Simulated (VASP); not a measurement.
Set up this calculation in VASP 6.6.1, as the native input.

```yaml
Task: relaxation of cell and atoms
Functional: PBE
Potentials_or_basis: VASP PAW PBE potentials, release 64 (Sn_d, Ge_d)
Cutoff: 600 eV
k_mesh: 6 × 6 × 2
Occupations: gaussian, width 0.1 eV
Spin: no spin polarisation
Dipole_correction: no
Further_INCAR_settings: ALGO = Normal; EDIFF = 1e-07; IBRION = 2; EDIFFG = -0.04; NSW = 90; ISIF = 3
```

The structure of SnGe2 lies in POSCAR:

```
SnGe2
1.0
    3.1553210600      0.0000000000      0.0000000000
   -1.5776605300      2.7325881900      0.0000000000
    0.0000000000      0.0000000000      7.7289265700
Sn Ge
1 2
Direct
    0.0000000000      0.0000000000      0.0000000000
    0.3333333300      0.6666666700      0.6666666700
    0.6666666700      0.3333333300      0.3333333300
```

The input as run:

INCAR

```
PREC = Accurate
ENCUT = 600
EDIFF = 1E-7
ISMEAR = 0
SIGMA = 0.1
LREAL = F
LASPH = T
NELM = 60
ALGO = Normal
ISIF = 3
LWAVE = F
LCHARG = F
GGA = PE
IBRION = 2
NSW = 90
EDIFFG = -0.04
```

KPOINTS

```
regular mesh
0
Gamma
  6 6 2
```

Potentials or basis: VASP PAW PBE potentials, release 64 (Sn_d, Ge_d).

Command:

```console
$ cat potpaw_PBE.64/Sn_d/POTCAR potpaw_PBE.64/Ge_d/POTCAR > POTCAR
$ mpirun -np 1 vasp_std > vasp.out
```

It gave:

The relaxed volume is 22.71 Å³/atom, the relaxed cell is a = 3.404 Å, b = 3.404 Å, c = 6.789 Å, α = 90.00°, β = 90.00°, γ = 120.00° and the space group after relaxing (to 0.1 Å) is P-3m1 (No. 164). The energy gained by relaxing is 105.0 meV/atom and the ionic steps are 16. The pressure after relaxing is -0.1 GPa and the largest force after relaxing is 0.015 eV/Å. The band gap on the k mesh is zero (bands 21 and 22 overlap by 4.95 eV).

Caveat: the k points lie up to 0.46 Å⁻¹ apart in the final cell, too coarse for converged energies and pressures of a metal; spin-orbit coupling is left out, which moves the levels of the heavy elements.

Run time: 5.6 min on 1 thread of Intel(R) Xeon(R) Platinum 8488C (Sapphire Rapids) (shared host), peak memory 0.24 GiB.
